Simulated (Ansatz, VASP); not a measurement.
## Two plane-wave programs on Re

File INCAR:

```
ALGO = Fast
EDIFF = 1E-7
ENCUT = 520
GGA = PE
ISIF = 2
ISMEAR = 0
LASPH = True
LCHARG = False
LREAL = False
LWAVE = False
NBANDS = 18
NELM = 80
PREC = Accurate
SIGMA = 0.05
```

File KPOINTS:

```
k-points
0
Gamma
  15 15 15
```

The input POSCAR:

```
Re
1.0
    1.3361631128      0.7714341329      6.4674350011
   -1.3361631128      0.7714341329      6.4674350011
    0.0000000000     -1.5428682657      6.4674350011
Re
3
Direct
    0.0000000000      0.0000000000      0.0000000000
    0.2221738800      0.2221738800      0.2221738800
    0.7778261200      0.7778261200      0.7778261200
```

Input for Ansatz:

```yaml
crystal:
  lattice:
    - [1.3361631128, 0.7714341329, 6.4674350011]
    - [-1.3361631128, 0.7714341329, 6.4674350011]
    - [0.0, -1.5428682657, 6.4674350011]
  atoms:
    - { symbol: Re, position: [0.0, 0.0, 0.0] }
    - { symbol: Re, position: [0.22217388, 0.22217388, 0.22217388] }
    - { symbol: Re, position: [0.77782612, 0.77782612, 0.77782612] }
basis:
  ecutwfc: 420
  fft_grid_basis: typed
kpoints:
  mp_grid: { grid: [15, 15, 15] }
hamiltonian:
  xc: pbe
scf:
  occupations: { method: gaussian, width: 0.05 }
output:
  forces: true
  stress: true
  eigenvalues: true
  bader: true
  write_density: true
  volumetric_format: npy
  elf: true
```

Alike in both runs: task single point; functional PBE; k mesh 15 × 15 × 15; occupations gaussian, width 0.05 eV; no spin polarisation.

|  | VASP | Ansatz |
| --- | --- | --- |
| version | VASP 6.6.1 | Ansatz 0.2.0 |
| potentials or method | VASP PAW PBE potentials, release 64 (Re), cutoff 520 eV | scalar-relativistic, plane waves, PAW |
| valence electrons in the cell | 21 | 45 |

|  | VASP | Ansatz | Ansatz less VASP |
| --- | --- | --- | --- |
| gap on the k mesh at the Fermi level (eV) | none | none | - |
| rms of the force components (eV/Å) | 0.041 | 0.046 | +0.0044 |

Atom by atom the forces differ by 0.004 eV/Å (rms over components). A gap of «none» marks a metal or a gap that the smearing closes. VASP's potentials hold 21 valence electrons a cell and Ansatz's 45, so a difference there can come from the potentials and not from the codes.

Neither program's run includes spin-orbit coupling.
